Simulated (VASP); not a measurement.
# Ti3AlB3 in VASP: a series of runs

Runs on Ti3AlB3. Level: PBE. Tasks: single point.

Program: VASP 6.6.1. These are calculated values, not measurements. Logs are shortened: lines on timing, memory, paths and dates and some standing lists are left out, and cuts for length are marked.

## 1. The cell of the first run

It takes space group P4mm (No. 99, tetragonal). The conventional cell has a = 4.476 Å, b = 4.476 Å, c = 4.470 Å, α = 90.00°, β = 90.00°, γ = 90.00°. Ti (site symmetry 2mm) has 4 B at 2.23 to 2.24 Å within 2.9 Å. Ti (site symmetry 4mm) has 4 B at 2.24 Å within 3.0 Å. Within 2.9 Å of Al (site symmetry 4mm) lie 6 B at 2.23 to 2.24 Å. B (site symmetry 4mm) has 2 Al at 2.23 to 2.24 Å and 4 Ti at 2.24 Å within 2.9 Å. B (site symmetry 2mm) has 4 Ti at 2.23 to 2.24 Å and 2 Al at 2.24 Å within 2.9 Å.

The cell was generated, and may not be a known phase.

## 2. Single point, PBE

INCAR reads:

```
  ALGO = Normal
  EDIFF = 1E-6
  ENCUT = 500
  GGA = PE
  GGA_COMPAT = False
  ISIF = 2
  ISMEAR = 0
  LASPH = True
  LCHARG = False
  LREAL = False
  LWAVE = False
  NBANDS = 33
  NELM = 120
  PREC = Accurate
  SIGMA = 0.2
```

KPOINTS reads:

```
k-points
0
Gamma
  4 4 3
```

POSCAR reads:

```
Ti3AlB3
1.0
    4.4760174314      0.0000000000      0.0000000000
    0.0000000000      4.4760174314      0.0000000000
    0.0000000000      0.0000000000      4.4699652561
Ti Al B
3 1 3
Direct
    0.5000000000      0.0000000000     -0.0336390981
    0.0000000000      0.5000000000     -0.0336390981
    0.5000000000      0.5000000000      0.4690657712
    0.0000000000      0.0000000000      0.4598912545
    0.0000000000      0.0000000000      0.9609651915
    0.5000000000      0.0000000000      0.4650997296
    0.0000000000      0.5000000000      0.4650997296
```

Potentials or basis: VASP PAW PBE potentials, release 64 (Ti_sv, Al, B).

Launch:

```bash
> cat potpaw_PBE.64/Ti_sv/POTCAR potpaw_PBE.64/Al/POTCAR potpaw_PBE.64/B/POTCAR > POTCAR
> mpirun -np 1 vasp_std > vasp.out
```

OUTCAR:

```text
EDIFF = 1E-6
   ENCUT = 500
   GGA = PE
   ISIF = 2
   ISMEAR = 0
   LASPH = True
   LREAL = False
   NELM = 120
   PREC = Accurate

 ion  position               nearest neighbor table
   1  0.500  0.000  0.966-   6 2.23   5 2.24   5 2.24   6 2.24   4 3.14   4 3.14
   2  0.000  0.500  0.966-   7 2.23   5 2.24   5 2.24   7 2.24   4 3.14   4 3.14
   3  0.500  0.500  0.469-   6 2.24   7 2.24   6 2.24   7 2.24
   4  0.000  0.000  0.460-   5 2.23   6 2.24   7 2.24   7 2.24   6 2.24   5 2.24   2 3.14   2 3.14
                             1 3.14   1 3.14
   5  0.000  0.000  0.961-   4 2.23   2 2.24   1 2.24   2 2.24   1 2.24   4 2.24
   6  0.500  0.000  0.465-   1 2.23   3 2.24   3 2.24   4 2.24   4 2.24   1 2.24
   7  0.000  0.500  0.465-   2 2.23   3 2.24   3 2.24   4 2.24   4 2.24   2 2.24

  LATTYP: Found a simple tetragonal cell.
 ALAT       =     4.4760174314
 C/A-ratio  =     0.9986478660

  Lattice vectors:

 A1 = (   4.4760174314,   0.0000000000,   0.0000000000)
 A2 = (   0.0000000000,   4.4760174314,   0.0000000000)
 A3 = (   0.0000000000,   0.0000000000,   4.4699652561)

Analysis of symmetry for initial positions (statically):
=====================================================================
 Subroutine PRICEL returns:
 Original cell was already a primitive cell.

 Routine SETGRP: Setting up the symmetry group for a
 simple tetragonal supercell.

 Subroutine GETGRP returns: Found  8 space group operations
 (whereof  8 operations were pure point group operations)
 out of a pool of 16 trial point group operations.

The static configuration has the point symmetry C_4v.

Analysis of symmetry for dynamics (positions and initial velocities):
=====================================================================
 Subroutine PRICEL returns:
 Original cell was already a primitive cell.

 Routine SETGRP: Setting up the symmetry group for a
 simple tetragonal supercell.

 Subroutine GETGRP returns: Found  8 space group operations
 (whereof  8 operations were pure point group operations)
 out of a pool of 16 trial point group operations.

The dynamic configuration has the point symmetry C_4v.

 Subroutine INISYM returns: Found  8 space group operations
 (whereof  8 operations are pure point group operations),
 and found     1 'primitive' translations

----------------------------------------------------------------------------------------

                                     Primitive cell

  volume of cell :      89.5546

  direct lattice vectors                    reciprocal lattice vectors
     4.476017431  0.000000000  0.000000000     0.223412892  0.000000000  0.000000000
     0.000000000  4.476017431  0.000000000     0.000000000  0.223412892  0.000000000
     0.000000000  0.000000000  4.469965256     0.000000000  0.000000000  0.223715385

  length of vectors
     4.476017431  4.476017431  4.469965256     0.223412892  0.223412892  0.223715385

  position of ions in fractional coordinates (direct lattice)
     0.500000000  0.000000000  0.966360902
     0.000000000  0.500000000  0.966360902
     0.500000000  0.500000000  0.469065771
     0.000000000  0.000000000  0.459891255
     0.000000000  0.000000000  0.960965192
     0.500000000  0.000000000  0.465099730
     0.000000000  0.500000000  0.465099730

  ion indices of the primitive-cell ions
   primitive index   ion index
                 1           1
                 2           2
                 3           3
                 4           4
                 5           5
                 6           6
                 7           7

----------------------------------------------------------------------------------------

 KPOINTS: k-points

Automatic generation of k-mesh.
 Grid dimensions read from file:
 generate k-points for:    4    4    3

 Generating k-lattice:

  Cartesian coordinates                     Fractional coordinates (reciprocal lattice)
     0.055853223  0.000000000  0.000000000     0.250000000  0.000000000  0.000000000
     0.000000000  0.055853223  0.000000000     0.000000000  0.250000000  0.000000000
     0.000000000  0.000000000  0.074571795     0.000000000  0.000000000  0.333333333

  Length of vectors
     0.055853223  0.055853223  0.074571795

  Shift w.r.t. Gamma in fractional coordinates (k-lattice)
     0.000000000  0.000000000  0.000000000

 Subroutine IBZKPT returns following result:
 ===========================================

 Found     12 irreducible k-points:

 Following reciprocal coordinates:
            Coordinates               Weight
  0.000000  0.000000  0.000000      1.000000
  0.250000  0.000000  0.000000      4.000000
  0.500000  0.000000  0.000000      2.000000
  0.250000  0.250000  0.000000      4.000000
  0.500000  0.250000  0.000000      4.000000
  0.500000  0.500000  0.000000      1.000000
  0.000000  0.000000  0.333333      2.000000
  0.250000  0.000000  0.333333      8.000000
  0.500000  0.000000  0.333333      4.000000
  0.250000  0.250000  0.333333      8.000000
  0.500000  0.250000  0.333333      8.000000
  0.500000  0.500000  0.333333      2.000000
   k-points           NKPTS =     12   k-points in BZ     NKDIM =     12   number of bands    NBANDS=     33
   number of dos      NEDOS =    301   number of ions     NIONS =      7
   total plane-waves  NPLWV =  46656
   dimension x,y,z NGX =    36 NGY =   36 NGZ =   36
   dimension x,y,z NGXF=    72 NGYF=   72 NGZF=   72
   ions per type =               3   1   3
   NGX,Y,Z   is equivalent  to a cutoff of  13.37, 13.37, 13.39 a.u.
   NGXF,Y,Z  is equivalent  to a cutoff of  26.74, 26.74, 26.78 a.u.
 SYSTEM =  unknown system
   PREC   = accura    normal or accurate (medium, high low for compatibility)
   ISTART =      0    job   : 0-new  1-cont  2-samecut
   ICHARG =      2    charge: 1-file 2-atom 10-const
   ISPIN  =      1    spin polarized calculation?
   LNONCOLLINEAR =      F non collinear calculations
   LSORBIT =      F    spin-orbit coupling
   LASPH  =      T    aspherical Exc in radial PAW
   ENCUT  =  500.0 eV  36.75 Ry    6.06 a.u.   8.16  8.16  8.15*2*pi/ulx,y,z
   NELM   =    120;   NELMIN=  2; NELMDL= -5     # of ELM steps
   EDIFF  = 0.1E-05   stopping-criterion for ELM
   LREAL  =      F    real-space projection
   EDIFFG = 0.1E-04   stopping-criterion for IOM
   NSW    =      0    number of steps for IOM
   IBRION =     -1    ionic relax: 0-MD 1-quasi-New 2-CG
   NFREE  =      0    steps in history (QN), initial steepest desc. (CG)
   ISIF   =      2    stress and relaxation
   ISYM   =      2    0-nonsym 1-usesym 2-fastsym
   POTIM  = 0.5000    time-step for ionic-motion
   TEBEG  =    0.0;   TEEND  =   0.0 temperature during run
   PSTRESS=    0.0 pullay stress
   NELECT =      48.0000    total number of electrons
   NUPDOWN=      -1.0000    fix difference up-down
   EMIN   =  10.00;   EMAX   =-10.00  energy-range for DOS
   EFERMI =   0.00;   METHOD = LEGACY
   ISMEAR =     0;   SIGMA  =   0.20  broadening in eV -4-tet -1-fermi 0-gaus
   EFERMI_NEDOS =   21; number of points for ismear=-14 and -15
   IALGO  =     38    algorithm
   IMIX   =      4    mixing-type and parameters
     AMIX     =   0.40;   BMIX     =  1.00
     AMIX_MAG =   1.60;   BMIX_MAG =  1.00
  volume/ion in A,a.u.               =      12.79        86.33
  Fermi-wavevector in a.u.,A,eV,Ry     =   1.329819  2.512994 24.060812  1.768420
  Thomas-Fermi vector in A             =   2.458953
   LORBIT       =      0    0 simple, 1 ext, 2 COOP (PROOUT), +10 PAW based schemes
   GGA     = PE    functional components
   LHFCALC =     F    Hartree Fock is set to
   AEXX    =    0.0000 exact exchange contribution
   IVDW    =     0    specifies the selected vdW correction
   LEPSILON=     F    determine dielectric tensor
   LRPA    =     F    only Hartree local field effects (RPA)
 non-spin polarized calculation
 Gauss-broadening in eV      SIGMA  =   0.20
  energy-cutoff  :      500.00
  volume of cell :       89.55
 maximum number of plane-waves:      2301
 NGX is ok and might be reduce to    36
   NGX = 17   NGY = 17   NGZ = 17

 number of electron      47.9999991 magnetization

 Free energy of the ion-electron system (eV)
  ---------------------------------------------------
  ext. energy  EPLUGINS =         0.00000000
  ---------------------------------------------------
  free energy    TOTEN  =       -46.74516974 eV

  energy without entropy =      -46.64755147  energy(sigma->0) =      -46.69636060

 E-fermi :   7.3177     XC(G=0): -11.3759

 val. band max:        7.2647203397   @ k =   0.5000   0.5000   0.0000
 cond. band min:       7.3371184157   @ k =   0.2500   0.2500   0.0000
 fundamental gap:      0.0723980760
 Fermi energy:         7.3176642889

 k-point     1 :       0.0000    0.0000    0.0000
  band No.  band energies     occupation
      1     -49.1748      2.00000
      2     -49.1286      2.00000
      3     -49.1127      2.00000
      4     -25.5380      2.00000
      5     -25.5352      2.00000
      6     -25.5352      2.00000
[... 25 lines left out ...]
     32       9.5617      0.00000
     33       9.5795      0.00000

 k-point     2 :       0.2500    0.0000    0.0000
  band No.  band energies     occupation
      1     -49.1711      2.00000
      2     -49.1283      2.00000
      3     -49.1167      2.00000
      4     -25.5240      2.00000
      5     -25.5209      2.00000
      6     -25.5072      2.00000
[... 25 lines left out ...]
     32       9.9044      0.00000
     33       9.9212      0.00000
[... 322 lines left out ...]
     32      10.1148      0.00000
     33      10.5749      0.00000

 k-point    12 :       0.5000    0.5000    0.3333
  band No.  band energies     occupation
      1     -49.1610      2.00000
      2     -49.1276      2.00000
      3     -49.1276      2.00000
      4     -25.6111      2.00000
      5     -25.4795      2.00000
      6     -25.4748      2.00000
[... 25 lines left out ...]
     32      10.1319      0.00000
     33      11.3723      0.00000

------------------------ aborting loop because EDIFF is reached ----------------------------------------

  FORCE on cell =-STRESS in cart. coord.  units (eV):
  Direction    XX          YY          ZZ          XY          YZ          ZX
  --------------------------------------------------------------------------------------
  -------------------------------------------------------------------------------------
  Total        0.3729840      0.3729840     -0.1342781      0.0000000      0.0000000      0.0000000
  in kB        6.6728770      6.6728770     -2.4023039      0.0000000      0.0000000      0.0000000
  external PRESSURE =       3.6478167 kB  Pullay stress =       0.0000000 kB

 VOLUME and BASIS-vectors are now :
 -----------------------------------------------------------------------------
  energy-cutoff  :      500.00
  volume of cell :       89.55
      direct lattice vectors                 reciprocal lattice vectors
     4.476017431  0.000000000  0.000000000     0.223412892  0.000000000  0.000000000
     0.000000000  4.476017431  0.000000000     0.000000000  0.223412892  0.000000000
     0.000000000  0.000000000  4.469965256     0.000000000  0.000000000  0.223715385

 POSITION                                       TOTAL-FORCE (eV/Angst)
 -----------------------------------------------------------------------------------
      2.23801      0.00000      4.31960        -0.000000      0.000000     -0.044460
      0.00000      2.23801      4.31960        -0.000000      0.000000     -0.044460
      2.23801      2.23801      2.09671        -0.000000     -0.000000     -0.069053
      0.00000      0.00000      2.05570        -0.000000     -0.000000      0.031978
      0.00000      0.00000      4.29548         0.000000     -0.000000      0.000407
      2.23801      0.00000      2.07898        -0.000000     -0.000000      0.062794
      0.00000      2.23801      2.07898         0.000000      0.000000      0.062794
 -----------------------------------------------------------------------------------
    total drift:                                0.000000     -0.000000     -0.000686

  FREE ENERGIE OF THE ION-ELECTRON SYSTEM (eV)
  ---------------------------------------------------
  free  energy   TOTEN  =       -46.7451697378 eV

  energy  without entropy=      -46.6475514707  energy(sigma->0) =      -46.69636060
```

It took 37 s on 1 thread of Intel Xeon Platinum 8375C at 2.90GHz (Ice Lake), shared host; peak memory 0.21 GiB.

Results:

- Free energy: -46.7452 eV
- Pressure: 0.4 GPa
- Largest force: 0.069 eV/Å
- Band gap on the k mesh: zero (bands 24 and 25 overlap by 1.60 eV)

Forces in eV/Å, atoms in the order of the input:
```
Ti   0.000  0.000 -0.044
Ti   0.000  0.000 -0.044
Ti   0.000  0.000 -0.069
Al   0.000  0.000  0.032
B    0.000  0.000  0.000
B    0.000  0.000  0.063
B    0.000  0.000  0.063
```

Caveat: the k points lie up to 0.47 Å⁻¹ apart, too coarse for converged energies and pressures of a metal.

## 3. Single point, PBE

This run uses another cell than the first one, of 15.33 Å³/atom.

INCAR reads:

```
SYSTEM = Ti3AlB3
PREC = Accurate ; ENCUT = 500
EDIFF = 1E-6 ; ISMEAR = 0
SIGMA = 0.2 ; LREAL = .False.
LASPH = .True. ; NELM = 120
ALGO = Normal ; ISIF = 2
LWAVE = .False. ; LCHARG = .False.
GGA = PE ; NBANDS = 33
GGA_COMPAT = .False.
```

KPOINTS reads:

```
Automatic mesh
0
Gamma
  4 4 4
  0 0 0
```

POSCAR reads:

```
Ti3AlB3
1.0
    4.7523969984      0.0000000000      0.0000000000
    0.0000000000      4.7523969984      0.0000000000
    0.0000000000      0.0000000000      4.7523969984
Ti Al B
3 1 3
Direct
    0.5000000000      0.0000000000      0.0000000000
    0.0000000000      0.5000000000      0.0000000000
    0.0000000000      0.0000000000      0.5000000000
    0.0000000000      0.0000000000      0.0000000000
    0.0000000000      0.5000000000      0.5000000000
    0.5000000000      0.0000000000      0.5000000000
    0.5000000000      0.5000000000      0.0000000000
```

Potentials or basis: VASP PAW PBE potentials, release 64 (Ti_sv, Al, B).

Launch:

```bash
> cat potpaw_PBE.64/Ti_sv/POTCAR potpaw_PBE.64/Al/POTCAR potpaw_PBE.64/B/POTCAR > POTCAR
> mpirun -np 1 vasp_std > vasp.out
```

Wall time 27 s (1 thread of Intel Xeon Platinum 8375C at 2.90GHz (Ice Lake), shared host); peak memory 0.21 GiB.

It converged, with:

| Item | Value |
| --- | --- |
| Free energy | -41.3807 eV |
| Pressure | 0.3 GPa |
| Band gap on the k mesh | zero (bands 24 and 25 overlap by 2.05 eV) |

Levels at points of the mesh, in eV from the Fermi level:
```csv
k point,band 21,band 22,band 23,band 24,band 25,band 26,band 27,band 28
"(0.00, 0.00, 0.00)",-0.43,-0.43,1.60,1.60,1.66,1.66,1.66,2.00
"(0.50, 0.00, 0.00)",-1.02,-0.87,-0.65,-0.23,1.15,1.15,1.68,1.68
"(0.50, 0.50, 0.00)",-0.75,-0.75,-0.74,-0.55,-0.45,-0.37,-0.37,2.09
"(0.50, 0.50, 0.50)",-1.06,-1.06,-1.06,-0.36,-0.36,-0.36,1.78,1.78
```

(Continued in part 2 of 2.)

The gap in the log of VASP goes by the Fermi energy; the results here count the filled bands.